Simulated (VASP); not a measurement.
A run of VASP 6.6.1 is set up as follows.

The input INCAR:

```
PREC     = Accurate       # precision mode
ENCUT    = 600            # plane-wave cutoff, eV
EDIFF    = 1E-7           # SCF threshold, eV
ISMEAR   = 0              # smearing method
SIGMA    = 0.1            # smearing width, eV
LREAL    = False          # projectors in reciprocal space
LASPH    = True           # aspherical terms in the spheres
NELM     = 100            # most SCF steps
ALGO     = Normal         # electronic algorithm
ISIF     = 3              # what is computed and relaxed
LWAVE    = False          # write WAVECAR
LCHARG   = False          # write CHGCAR
GGA      = PE             # functional
IBRION   = 2              # ionic algorithm
NSW      = 90             # ionic steps
EDIFFG   = -0.04          # ionic threshold
```

File KPOINTS:

```
Automatic mesh
0
Gamma
  6 6 6
```

File POSCAR:

```
AlC2
1.0
   -2.6387889762      2.6387889762      2.1965309974
    2.6387889762     -2.6387889762      2.1965309974
    2.6387889762      2.6387889762     -2.1965309974
Al C
2 4
Direct
    0.2500000000      0.2500000000      0.0000000000
    0.7500000000      0.7500000000      0.0000000000
    0.6670000000      0.1670000000      0.8340000000
    0.1670000000      0.3330000000      0.5000000000
    0.3330000000      0.8330000000      0.1660000000
    0.8330000000      0.6670000000      0.5000000000
```

Potentials or basis: VASP PAW PBE potentials, release 64 (Al, C).

Command:

```sh
$ cat potpaw_PBE.64/Al/POTCAR potpaw_PBE.64/C/POTCAR > POTCAR
$ mpirun -np 1 vasp_std > vasp.out
```

(1) Predict the relaxed cell.

(2) Predict the relaxed volume.

## Answers

(1) a = 4.208 Å, b = 4.208 Å, c = 4.208 Å, α = 122.46°, β = 122.46°, γ = 85.80°.

(2) 8.43 Å³/atom.

Caveat: the volume moved by over 15 % at a fixed basis, so the end points are rough.
